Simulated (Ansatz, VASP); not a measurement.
Rb: VASP beside Ansatz

Contents of POSCAR:

```
Rb
1.0
   -2.8295466300      2.8295466300      2.8295466300
    2.8295466300     -2.8295466300      2.8295466300
    2.8295466300      2.8295466300     -2.8295466300
Rb
1
Direct
    0.0000000000      0.0000000000      0.0000000000
```

Contents of INCAR.step1:

```
  PREC = Accurate
  ENCUT = 520
  ISMEAR = -1
  SIGMA = 0.1
  LREAL = False
  LASPH = True
  NELM = 100
  NBANDS = 10
  GGA = PE
  ALGO = Normal
  EDIFF = 1E-4
  LWAVE = True
  LCHARG = False
```

File INCAR.step2:

```
  PREC = Accurate
  ENCUT = 520
  EDIFF = 1E-7
  ISMEAR = -1
  SIGMA = 0.1
  LREAL = False
  LASPH = True
  NELM = 100
  ALGO = Normal
  ISIF = 2
  LWAVE = False
  LCHARG = False
  METAGGA = R2SCAN
  LMIXTAU = True
  NBANDS = 10
  ISTART = 1
```

The input KPOINTS:

```
regular mesh
0
Gamma
  8 8 8
```

Input for Ansatz:

```yaml
crystal:
  lattice:
    - [-2.82954663, 2.82954663, 2.82954663]
    - [2.82954663, -2.82954663, 2.82954663]
    - [2.82954663, 2.82954663, -2.82954663]
  atoms:
    - { symbol: Rb, position: [0.0, 0.0, 0.0] }
  symmetry: { tolerance: 0.0003 }
kpoints:
  mp_grid: { grid: [8, 8, 8], shift: [0, 0, 0] }
  band_path:
    path:
      - [0.0, 0.0, 0.0]
      - [0.5, -0.5, 0.5]
      - [0.0, 0.0, 0.5]
      - [0.0, 0.0, 0.0]
      - [0.25, 0.25, 0.25]
      - [0.5, -0.5, 0.5]
      - [0.25, 0.25, 0.25]
      - [0.0, 0.0, 0.5]
    npoints: 8
magnetization:
  spin_polarized: false
scf:
  occupations: { method: fermi_dirac }
  lower_state_search: "off"
  max_iter: 200
hamiltonian:
  pseudopotentials: { kind: paw }
  xc: r2scan
basis:
  ecutwfc: 500
  fft_grid_basis: typed
output:
  forces: true
  stress: true
  eigenvalues: true
  bader: true
  populations: true
  elf: true
  write_potential: true
  volumetric_format: npy
  dos:
    e_range: [-12, 8]
    de: 0.05
    projected: { site_lists: { Rb: [Rb] } }
checkpoint:
  read: saved_state
```

Alike in both runs: task single point; functional r2SCAN; k mesh 8 × 8 × 8; no spin polarisation.

|  | VASP | Ansatz |
| --- | --- | --- |
| version | VASP 6.6.1 | Ansatz 0.2.0 |
| potentials or method | VASP PAW PBE potentials, release 64 (Rb_sv), cutoff 520 eV | PAW plane waves |
| occupations | fermi-dirac, width 0.1 eV | fermi-dirac |
| valence electrons in the cell | 9 | 9 |

|  | VASP | Ansatz | Ansatz less VASP |
| --- | --- | --- | --- |
| pressure (GPa) | 0.1 | 0.1 | 0.00 |

VASP's potentials were made for PBE, not for r2SCAN.
